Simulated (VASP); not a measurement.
# Li5Be in VASP: a series of runs

Li5Be is run at these levels: PBEsol; tasks: single point.

Everything below comes from runs of VASP 6.6.1. Logs are shortened: lines on timing, memory, paths and dates and some standing lists are left out, and cuts for length are marked.

**1. The cell of the first run**

The cell holds a slab with vacuum, 6 atoms: a = 4.850 Å, b = 4.850 Å, c = 24.950 Å, α = 90.00°, β = 90.00°, γ = 120.00°.

**2. Single point, PBEsol**

Contents of INCAR:

```
PREC     = Accurate       # precision mode
ENCUT    = 520            # plane-wave cutoff, eV
EDIFF    = 1E-6           # SCF threshold, eV
ISMEAR   = -1             # smearing method
SIGMA    = 0.08           # smearing width, eV
LREAL    = F              # projectors in reciprocal space
LASPH    = T              # aspherical terms in the spheres
NELM     = 60             # most SCF steps
ALGO     = Normal         # electronic algorithm
ISIF     = 2              # what is computed and relaxed
LWAVE    = F              # write WAVECAR
LCHARG   = F              # write CHGCAR
LDIPOL   = T            
IDIPOL   = 3            
DIPOL    = 0.5 0.5 0.500
GGA      = PS             # functional
NBANDS   = 18             # bands
```

Contents of KPOINTS:

```
Automatic mesh
0
Gamma
  8 8 1
```

Contents of POSCAR:

```
Li5Be
1.0
    4.8503675482      0.0000000000      0.0000000000
   -2.4251837741      4.2005415145      0.0000000000
    0.0000000000      0.0000000000     24.9504000000
Be Li
1 5
Direct
    0.1666666667      0.3333333333      0.4012928846
    0.5000000000      1.0000000000      0.4446369065
    0.8333333333      0.6666666667      0.4789469193
    0.1666666667      0.3333333333      0.5210530917
    0.5000000000      1.0000000000      0.5553630948
    0.8333333333      0.6666666667      0.5987071029
```

Potentials or basis: VASP PAW PBE potentials, release 64 (Be, Li_sv).

Launch:

```bash
> cat potpaw_PBE.64/Be/POTCAR potpaw_PBE.64/Li_sv/POTCAR > POTCAR
> mpirun -np 1 vasp_std > vasp.out
```

OUTCAR:

```text
PREC = Accurate
   ENCUT = 520
   EDIFF = 1E-6
   ISMEAR = -1
   LREAL = F
   LASPH = T
   NELM = 60
   ISIF = 2
   GGA = PS

 ion  position               nearest neighbor table
   1  0.167  0.333  0.401-
   2  0.500  0.000  0.445-
   3  0.833  0.667  0.479-
   4  0.167  0.333  0.521-
   5  0.500  0.000  0.555-
   6  0.833  0.667  0.599-

  LATTYP: Found a hexagonal cell.
 ALAT       =     4.8503675482
 C/A-ratio  =     5.1440225410

  Lattice vectors:

 A1 = (   4.8503675482,   0.0000000000,   0.0000000000)
 A2 = (  -2.4251837741,   4.2005415145,   0.0000000000)
 A3 = (   0.0000000000,   0.0000000000,  24.9504000000)

Analysis of symmetry for initial positions (statically):
=====================================================================
 Subroutine PRICEL returns:
 Original cell was already a primitive cell.

 Routine SETGRP: Setting up the symmetry group for a
 hexagonal supercell.

 Subroutine GETGRP returns: Found  6 space group operations
 (whereof  2 operations were pure point group operations)
 out of a pool of 24 trial point group operations.

The static configuration has the point symmetry C_1h.
 The point group associated with its full space group is C_3v.

Analysis of symmetry for dynamics (positions and initial velocities):
=====================================================================
 Subroutine PRICEL returns:
 Original cell was already a primitive cell.

 Routine SETGRP: Setting up the symmetry group for a
 hexagonal supercell.

 Subroutine GETGRP returns: Found  6 space group operations
 (whereof  2 operations were pure point group operations)
 out of a pool of 24 trial point group operations.

The dynamic configuration has the point symmetry C_1h.
 The point group associated with its full space group is C_3v.

 Subroutine INISYM returns: Found  6 space group operations
 (whereof  2 operations are pure point group operations),
 and found     1 'primitive' translations

----------------------------------------------------------------------------------------

                                     Primitive cell

  volume of cell :     508.3437

  direct lattice vectors                    reciprocal lattice vectors
     4.850367548  0.000000000  0.000000000     0.206169943  0.119032272  0.000000000
    -2.425183774  4.200541515  0.000000000     0.000000000  0.238064544  0.000000000
     0.000000000  0.000000000 24.950400000     0.000000000  0.000000000  0.040079518

  length of vectors
     4.850367548  4.850367548 24.950400000     0.238064544  0.238064544  0.040079518

  position of ions in fractional coordinates (direct lattice)
     0.166666667  0.333333333  0.401292885
     0.500000000  0.000000000  0.444636907
     0.833333333  0.666666667  0.478946919
     0.166666667  0.333333333  0.521053092
     0.500000000  0.000000000  0.555363095
     0.833333333  0.666666667  0.598707103

  ion indices of the primitive-cell ions
   primitive index   ion index
                 1           1
                 2           2
                 3           3
                 4           4
                 5           5
                 6           6

----------------------------------------------------------------------------------------

 KPOINTS: Automatic mesh

Automatic generation of k-mesh.
 Grid dimensions read from file:
 generate k-points for:    8    8    1

 Generating k-lattice:

  Cartesian coordinates                     Fractional coordinates (reciprocal lattice)
     0.025771243  0.014879034  0.000000000     0.125000000  0.000000000  0.000000000
     0.000000000  0.029758068  0.000000000     0.000000000  0.125000000  0.000000000
     0.000000000  0.000000000  0.040079518     0.000000000  0.000000000  1.000000000

  Length of vectors
     0.029758068  0.029758068  0.040079518

  Shift w.r.t. Gamma in fractional coordinates (k-lattice)
     0.000000000  0.000000000  0.000000000

 Subroutine IBZKPT returns following result:
 ===========================================

 Found     10 irreducible k-points:

 Following reciprocal coordinates:
            Coordinates               Weight
  0.000000  0.000000  0.000000      1.000000
  0.125000  0.000000  0.000000      6.000000
  0.250000  0.000000  0.000000      6.000000
  0.375000  0.000000  0.000000      6.000000
  0.500000  0.000000  0.000000      3.000000
  0.125000  0.125000  0.000000      6.000000
  0.250000  0.125000  0.000000     12.000000
  0.375000  0.125000  0.000000     12.000000
  0.250000  0.250000  0.000000      6.000000
  0.375000  0.250000  0.000000      6.000000
   k-points           NKPTS =     10   k-points in BZ     NKDIM =     10   number of bands    NBANDS=     18
   number of dos      NEDOS =    301   number of ions     NIONS =      6
   total plane-waves  NPLWV = 248832
   dimension x,y,z NGX =    36 NGY =   36 NGZ =  192
   dimension x,y,z NGXF=    72 NGYF=   72 NGZF=  384
   ions per type =               1   5
   NGX,Y,Z   is equivalent  to a cutoff of  12.34, 12.34, 12.79 a.u.
   NGXF,Y,Z  is equivalent  to a cutoff of  24.68, 24.68, 25.59 a.u.
 SYSTEM =  unknown system
   PREC   = accura    normal or accurate (medium, high low for compatibility)
   ISTART =      0    job   : 0-new  1-cont  2-samecut
   ICHARG =      2    charge: 1-file 2-atom 10-const
   ISPIN  =      1    spin polarized calculation?
   LNONCOLLINEAR =      F non collinear calculations
   LSORBIT =      F    spin-orbit coupling
   LASPH  =      T    aspherical Exc in radial PAW
   ENCUT  =  520.0 eV  38.22 Ry    6.18 a.u.   9.02  9.02 46.39*2*pi/ulx,y,z
   NELM   =     60;   NELMIN=  2; NELMDL= -5     # of ELM steps
   EDIFF  = 0.1E-05   stopping-criterion for ELM
   LREAL  =      F    real-space projection
   EDIFFG = 0.1E-04   stopping-criterion for IOM
   NSW    =      0    number of steps for IOM
   IBRION =     -1    ionic relax: 0-MD 1-quasi-New 2-CG
   NFREE  =      0    steps in history (QN), initial steepest desc. (CG)
   ISIF   =      2    stress and relaxation
   ISYM   =      2    0-nonsym 1-usesym 2-fastsym
   POTIM  = 0.5000    time-step for ionic-motion
   TEBEG  =    0.0;   TEEND  =   0.0 temperature during run
   PSTRESS=    0.0 pullay stress
   NELECT =      17.0000    total number of electrons
   NUPDOWN=      -1.0000    fix difference up-down
   EMIN   =  10.00;   EMAX   =-10.00  energy-range for DOS
   EFERMI =   0.00;   METHOD = LEGACY
   ISMEAR =    -1;   SIGMA  =   0.08  broadening in eV -4-tet -1-fermi 0-gaus
   EFERMI_NEDOS =   21; number of points for ismear=-14 and -15
   IALGO  =     38    algorithm
   IMIX   =      4    mixing-type and parameters
     AMIX     =   0.40;   BMIX     =  1.00
     AMIX_MAG =   1.60;   BMIX_MAG =  1.00
  volume/ion in A,a.u.               =      84.72       571.75
  Fermi-wavevector in a.u.,A,eV,Ry     =   0.527439  0.996715  3.785026  0.278192
  Thomas-Fermi vector in A             =   1.548602
   LORBIT       =      0    0 simple, 1 ext, 2 COOP (PROOUT), +10 PAW based schemes
   GGA     = PS    functional components
   LHFCALC =     F    Hartree Fock is set to
   AEXX    =    0.0000 exact exchange contribution
   IVDW    =     0    specifies the selected vdW correction
   LEPSILON=     F    determine dielectric tensor
   LRPA    =     F    only Hartree local field effects (RPA)
 non-spin polarized calculation
  energy-cutoff  :      520.00
  volume of cell :      508.34
 maximum number of plane-waves:     13739
 NGX is ok and might be reduce to    36
   NGX = 17   NGY = 17   NGZ = 93

 dipolmoment           0.000000      0.000000      0.081882 electrons x Angstroem

 number of electron      17.0000034 magnetization

 dipolmoment           0.000000      0.000000     -0.103493 electrons x Angstroem

 Free energy of the ion-electron system (eV)
  ---------------------------------------------------
  ext. energy  EPLUGINS =         0.00000000
  ---------------------------------------------------
  free energy    TOTEN  =        -9.99566904 eV

  energy without entropy =       -9.91809431  energy(sigma->0) =       -9.95688168

 E-fermi :  -2.4227     XC(G=0):  -2.4487

 val. band max:       -2.4487693605   @ k =   0.3750   0.2500   0.0000
 cond. band min:      -2.3184924095   @ k =   0.2500   0.0000   0.0000
 fundamental gap:      0.1302769509
 Fermi energy:        -2.4226923873

 k-point     1 :       0.0000    0.0000    0.0000
  band No.  band energies     occupation
      1     -49.4669      2.00000
      2     -48.6749      2.00000
      3     -48.5509      2.00000
      4     -48.4858      2.00000
      5     -48.3844      2.00000
      6      -6.1995      2.00000
[... 10 lines left out ...]
     17       1.2763      0.00000
     18       1.4051      0.00000

 k-point     2 :       0.1250    0.0000    0.0000
  band No.  band energies     occupation
      1     -49.4669      2.00000
      2     -48.6749      2.00000
      3     -48.5508      2.00000
      4     -48.4859      2.00000
      5     -48.3845      2.00000
      6      -6.1063      2.00000
[... 10 lines left out ...]
     17       1.5284      0.00000
     18       1.6659      0.00000

 k-point     3 :       0.2500    0.0000    0.0000
  band No.  band energies     occupation
      1     -49.4669      2.00000
      2     -48.6749      2.00000
      3     -48.5505      2.00000
      4     -48.4861      2.00000
      5     -48.3847      2.00000
      6      -5.8341      2.00000
[... 118 lines left out ...]
 k-point     9 :       0.2500    0.2500    0.0000
  band No.  band energies     occupation
      1     -49.4669      2.00000
      2     -48.6748      2.00000
      3     -48.5501      2.00000
      4     -48.4864      2.00000
      5     -48.3849      2.00000
      6      -5.2058      2.00000
[... 10 lines left out ...]
     17       2.2748      0.00000
     18       2.6859      0.00000

 k-point    10 :       0.3750    0.2500    0.0000
  band No.  band energies     occupation
      1     -49.4669      2.00000
      2     -48.6748      2.00000
      3     -48.5500      2.00000
      4     -48.4864      2.00000
      5     -48.3850      2.00000
      6      -4.9661      2.00000
[... 10 lines left out ...]
     17       2.4191      0.00000
     18       2.8598      0.00000

------------------------ aborting loop because EDIFF is reached ----------------------------------------

 vacuum level on the upper side and lower side of the slab       (xc-potential included)        -0.579         0.322

  FORCE on cell =-STRESS in cart. coord.  units (eV):
  Direction    XX          YY          ZZ          XY          YZ          ZX
  --------------------------------------------------------------------------------------
  -------------------------------------------------------------------------------------
  Total       -1.9128383     -1.9128383     -1.5134447     -0.0000000      0.0000000     -0.0000000
  in kB       -6.0288073     -6.0288073     -4.7700145     -0.0000000      0.0000000     -0.0000000
  external PRESSURE =      -5.6092097 kB  Pullay stress =       0.0000000 kB

 VOLUME and BASIS-vectors are now :
 -----------------------------------------------------------------------------
  energy-cutoff  :      520.00
  volume of cell :      508.34
      direct lattice vectors                 reciprocal lattice vectors
     4.850367548  0.000000000  0.000000000     0.206169943  0.119032272  0.000000000
    -2.425183774  4.200541515  0.000000000     0.000000000  0.238064544  0.000000000
     0.000000000  0.000000000 24.950400000     0.000000000  0.000000000  0.040079518

 POSITION                                       TOTAL-FORCE (eV/Angst)
 -----------------------------------------------------------------------------------
      0.00000      1.40018     10.01242         0.000000      0.000000      0.928990
      2.42518      0.00000     11.09387         0.000000      0.000000     -0.528072
      2.42518      2.80036     11.94992         0.000000      0.000000     -0.273870
      0.00000      1.40018     13.00048        -0.000000     -0.000000     -0.191430
      2.42518      0.00000     13.85653        -0.000000      0.000000      0.063223
      2.42518      2.80036     14.93798         0.000000     -0.000000      0.001158
 -----------------------------------------------------------------------------------
    total drift:                                0.000000     -0.000000      0.000691

  FREE ENERGIE OF THE ION-ELECTRON SYSTEM (eV)
  ---------------------------------------------------
  free  energy   TOTEN  =        -9.9956690403 eV

  energy  without entropy=       -9.9180943103  energy(sigma->0) =       -9.95688168

 vacuum level on the upper side and lower side of the slab         0.571         1.486
```

Run time: 7.2 min. Hardware: 1 thread of Intel Xeon 8259CL, shared host; peak memory 0.53 GiB.

What came out:

```yaml
Free_energy: -9.9957 eV
Largest_force: 0.929 eV/Å
Band_gap_on_the_k_mesh: zero (an odd number of electrons rules out a gap without spin polarisation)
```

Forces on the atoms (eV/Å):
```
Be   0.000  0.000  0.929
Li   0.000  0.000 -0.528
Li   0.000  0.000 -0.274
Li   0.000  0.000 -0.191
Li   0.000  0.000  0.063
Li   0.000  0.000  0.001
```

Caveat: the cutoff is under 1.25 times the usual one of these potentials, so pressure, stress and relaxed cells hold a basis-set (Pulay) error; the PAW data sets were made with another functional, which shifts forces and pressure a little.

[end of part 1 of 2]

The gap in the log of VASP goes by the Fermi energy; the results here count the filled bands.